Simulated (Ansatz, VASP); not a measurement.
# One calculation of Mg3HO3, two programs

The input INCAR:

```
ALGO = Normal ; DIPOL = 0.5 0.5 0.307
EDIFF = 1E-6 ; ENCUT = 520
GGA = PS ; IDIPOL = 3
ISIF = 2 ; ISMEAR = 0
ISPIN = 2 ; LASPH = T
LCHARG = F ; LDIPOL = T
LORBIT = 11 ; LREAL = F
LWAVE = F ; MAGMOM = 0 0 0 0 0 0 1
NBANDS = 26 ; NELM = 150
PREC = Accurate ; SIGMA = 0.05
```

Contents of KPOINTS:

```
k-points
0
Gamma
  9 9 1
```

Contents of POSCAR:

```
Mg3HO3
1.0
    2.9804137519      0.0000000000      0.0000000000
    0.0000000000      2.9804137519      0.0000000000
    0.0000000000      0.0000000000     21.2399431533
Mg O H
3 3 1
Direct
    0.5000000000      0.5000000000      0.1883244212
    0.0000000000      0.0000000000      0.2877909891
    0.5000000000      0.5000000000      0.3857349348
    0.0000000000      0.0000000000      0.1883244212
    0.5000000000      0.5000000000      0.2873494718
    0.0000000000      0.0000000000      0.3879456312
    0.5000000000      0.0000000000      0.4265521375
```

Input for Ansatz:

```yaml
crystal:
  lattice:
    - [2.9804137519, 0.0, 0.0]
    - [0.0, 2.9804137519, 0.0]
    - [0.0, 0.0, 21.2399431533]
  atoms:
    - { symbol: Mg, position: [0.5, 0.5, 0.1883244212] }
    - { symbol: O, position: [0.0, 0.0, 0.1883244212] }
    - { symbol: Mg, position: [0.0, 0.0, 0.2877909891] }
    - { symbol: O, position: [0.5, 0.5, 0.2873494718] }
    - { symbol: Mg, position: [0.5, 0.5, 0.3857349348] }
    - { symbol: O, position: [0.0, 0.0, 0.3879456312] }
    - { symbol: H, position: [0.5, 0.0, 0.4265521375], spin: 1.0 }
basis:
  ecutwfc: 420
kpoints:
  mp_grid: { grid: [9, 9, 1] }
hamiltonian:
  xc: pbesol
  pseudopotentials: { kind: paw, azcp: { folder: soft_1 } }
scf:
  occupations: { method: gaussian, width: 0.05 }
output:
  forces: true
  eigenvalues: true
  populations: true
magnetization:
  spin_polarized: true
efield:
  axis: 3
  dipole_correction: true
  ramp_width: 0.04
```

Alike in both runs: task single point; functional PBEsol; k mesh 9 × 9 × 1; occupations gaussian, width 0.05 eV; collinear spin.

|  | VASP | Ansatz |
| --- | --- | --- |
| version | VASP 6.6.1 | Ansatz 0.2.0 |
| potentials or method | VASP PAW PBE potentials, release 64 (Mg, O, H), cutoff 520 eV | scalar-relativistic, plane waves, PAW |
| valence electrons in the cell | 25 | 49 |

```csv
,VASP,Ansatz,Ansatz less VASP
gap on the k mesh at the Fermi level (eV),none,none,-
rms of the force components (eV/Å),0.519,0.512,-0.0066
net moment per atom (μB),0.07,0.07,0.000
size of the moment on the site where the two differ most (μB),0.12,0.17,+0.049
```

VASP's potentials were made for PBE, not for PBEsol, and Ansatz warns of the same on its side. Site moments also hang on the region over which each program counts them. A gap of «none» marks a metal or a gap that the smearing closes. VASP's potentials hold 25 valence electrons a cell and Ansatz's 49, so a difference there can come from the potentials and not from the codes. Ansatz's warnings: stability check not made.
